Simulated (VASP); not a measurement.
A run of VASP 6.6.1 is set up as follows.

Contents of INCAR:

```
SYSTEM = Pt
PREC     = Accurate       ! precision mode
ENCUT    = 500            ! plane-wave cutoff, eV
EDIFF    = 1E-7           ! SCF threshold, eV
ISMEAR   = 0              ! smearing method
SIGMA    = 0.1            ! smearing width, eV
LREAL    = .FALSE.        ! projectors in reciprocal space
LASPH    = .TRUE.         ! aspherical terms in the spheres
NELM     = 120            ! most SCF steps
ALGO     = Normal         ! electronic algorithm
ISIF     = 3              ! what is computed and relaxed
LWAVE    = .FALSE.        ! write WAVECAR
LCHARG   = .FALSE.        ! write CHGCAR
GGA      = PS             ! functional
IBRION   = 2              ! ionic algorithm
NSW      = 90             ! ionic steps
EDIFFG   = -0.04          ! ionic threshold
GGA_COMPAT= .FALSE.      
NELMIN   = 4            
KPAR     = 8
```

File KPOINTS:

```
Automatic mesh
0
G
  6 6 4
  0 0 0
```

File POSCAR:

```
Pt
1.0
    1.5794096832     -5.0102119859      0.0000000000
    1.5794096832      5.0102119859      0.0000000000
    0.0000000000      0.0000000000      4.1799482854
Pt
4
Direct
    0.0980000000      0.9020000000      0.9100000000
    0.5980000000      0.4020000000      0.5900000000
    0.9020000000      0.0980000000      0.0900000000
    0.4020000000      0.5980000000      0.4100000000
```

Potentials or basis: VASP PAW PBE potentials, release 64 (Pt).

Command:

```console
$ cat potpaw_PBE.64/Pt/POTCAR > POTCAR
$ mpirun -np 8 vasp_std > vasp.out
```

Question: What does it give for the space group after relaxing (to 0.1 Å)?

Answer: Fmmm (No. 69).

Question: What does it give for the relaxed cell?

Answer: a = 5.127 Å, b = 5.127 Å, c = 4.684 Å, α = 90.00°, β = 90.00°, γ = 149.51°.

Question: Estimate the relaxed volume.

Answer: 15.62 Å³/atom.

Forces in eV/Å, atoms in the order of the input:
```
Pt   0.000 -0.019  0.025
Pt   0.000 -0.019 -0.025
Pt   0.000  0.019 -0.025
Pt   0.000  0.019  0.025
```

Caveat: the k points lie up to 0.40 Å⁻¹ apart in the final cell; the highest band is partly filled, so the run has too few bands; the PAW data sets were made with another functional, which shifts forces and pressure a little.
